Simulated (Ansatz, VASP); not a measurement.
# One calculation of HfBe2Si2, two programs

The input INCAR:

```
  PREC = Accurate
  ENCUT = 520
  EDIFF = 1E-7
  ISMEAR = 0
  SIGMA = 0.1
  LREAL = F
  LASPH = T
  NELM = 80
  ALGO = Fast
  ISIF = 2
  LWAVE = F
  LCHARG = F
  GGA = PE
  NBANDS = 19
```

File KPOINTS:

```
regular mesh
0
Gamma
  6 6 4
```

File POSCAR:

```
HfBe2Si2
1.0
    3.4410623200      0.0000000000      0.0000000000
   -1.7205311600      2.9800473800      0.0000000000
    0.0000000000      0.0000000000      5.6969666000
Hf Be Si
1 2 2
Direct
    0.0000000000      0.0000000000      0.0000000000
    0.3333333300      0.6666666700      0.3764900000
    0.6666666700      0.3333333300      0.6235100000
    0.3333333300      0.6666666700      0.7462999800
    0.6666666700      0.3333333300      0.2537000200
```

Input for Ansatz:

```yaml
crystal:
  lattice:
    - [3.44106232, 0.0, 0.0]
    - [-1.72053116, 2.98004738, 0.0]
    - [0.0, 0.0, 5.6969666]
  atoms:
    - { symbol: Hf, position: [0.0, 0.0, 0.0] }
    - { symbol: Be, position: [0.33333333, 0.66666667, 0.37649] }
    - { symbol: Be, position: [0.66666667, 0.33333333, 0.62351] }
    - { symbol: Si, position: [0.33333333, 0.66666667, 0.74629998] }
    - { symbol: Si, position: [0.66666667, 0.33333333, 0.25370002] }
basis:
  ecutwfc: 420
kpoints:
  mp_grid: { grid: [6, 6, 4] }
hamiltonian:
  xc: pbe
scf:
  occupations: { method: gaussian, width: 0.1 }
  lower_state_search: "off"
output:
  forces: true
  stress: true
  eigenvalues: true
```

Change from the starting cell: species swapped into the CaCu2S2 type (P-3m1, No. 164).

Alike in both runs: task single point; functional PBE; k mesh 6 × 6 × 4; occupations gaussian, width 0.1 eV; no spin polarisation.

```csv
,VASP,Ansatz
version,VASP 6.6.1,Ansatz 0.2.0
potentials or method,"VASP PAW PBE potentials, release 64 (Hf_pv, Be, Si), cutoff 520 eV","scalar-relativistic, plane waves, PAW"
valence electrons in the cell,22,38
```

Ansatz gave:

```
gap on the k mesh at the Fermi level (eV) : none
rms of the force components (eV/Å)        : 0.621
```

**Question.** What did VASP give for the same quantities?

**Answer.** gap on the k mesh at the Fermi level (eV): none; rms of the force components (eV/Å): 0.640.

Atom by atom the forces differ by 0.021 eV/Å (rms over components). A gap of «none» marks a metal or a gap that the smearing closes. VASP's potentials hold 22 valence electrons a cell and Ansatz's 38, so a difference there can come from the potentials and not from the codes.

Spin-orbit coupling is off throughout.
